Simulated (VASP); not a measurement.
# Ca: single point with revPBE

Crystal: Ca.

```
Ca
1.0
     0.00000    4.53649    4.53649
     4.53649    0.00000    4.53649
     4.53649    4.53649    0.00000
Ca
2
Direct
  0.12500 0.12500 0.12500
  0.87500 0.87500 0.87500
```

This cell differs from its parent crystal: volume scaled by 1.12.

| Quantity | Value |
| --- | --- |
| Program | VASP 6.6.1 |
| Task | single point |
| Functional | revPBE |
| Potentials or basis | VASP PAW PBE potentials, release 64 (Ca_sv) |
| Cutoff | 520 eV |
| k mesh | 7 × 7 × 7 |
| Occupations | fermi-dirac, width 0.1 eV |
| Spin | no spin polarisation |

The pressure is -0.3 GPa and the band gap on the k mesh is zero (band 10 reaches 0.26 eV, above the bottom of band 11 at -0.36 eV).

Levels at points of the mesh, in eV from the Fermi level:
```csv
k point,band 8,band 9,band 10,band 11,band 12,band 13
"(0.00, 0.00, 0.00)",-24.35,-2.78,0.58,0.58,0.58,0.87
```

Wall time 72 s on 1 thread of Intel(R) Xeon(R) Platinum 8559C (Emerald Rapids), on a shared host, peak memory 0.31 GiB.

Caveat: the PAW data sets were made with another functional, which shifts forces and pressure a little.
